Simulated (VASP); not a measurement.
Ta, 1 atom in the cell. Symmetry: I4/mmm, No. 139, tetragonal system. The conventional cell has a = 3.317 Å, b = 3.317 Å, c = 3.522 Å, α = 90.00°, β = 90.00°, γ = 90.00°. Ta (site symmetry 4/mmm) has 14 Ta at 2.93 to 3.52 Å within 3.9 Å. 

- Program: VASP 6.6.1
- Task: single point
- Functional: PBE
- Potentials or basis: VASP PAW PBE potentials, release 64 (Ta_pv)
- Cutoff: 520 eV
- k mesh: 20 × 20 × 20
- Occupations: gaussian, width 0.15 eV
- Spin: no spin polarisation
- Dipole correction: no
- Further INCAR settings: ALGO = Fast; EDIFF = 1e-07; NBANDS = 12

Potentials or basis: VASP PAW PBE potentials, release 64 (Ta_pv).

Run with:

```bash
$ cat potpaw_PBE.64/Ta_pv/POTCAR > POTCAR
$ mpirun -np 1 vasp_std > vasp.out
```

Hardware: 1 thread of Intel Xeon 8259CL (shared host).

Q: Estimate the wall time of this run.

A: Run time: 3.5 min on 1 thread of Intel Xeon 8259CL, on a shared host, peak memory 0.26 GiB. Counts: scf iterations 16, k points 641.
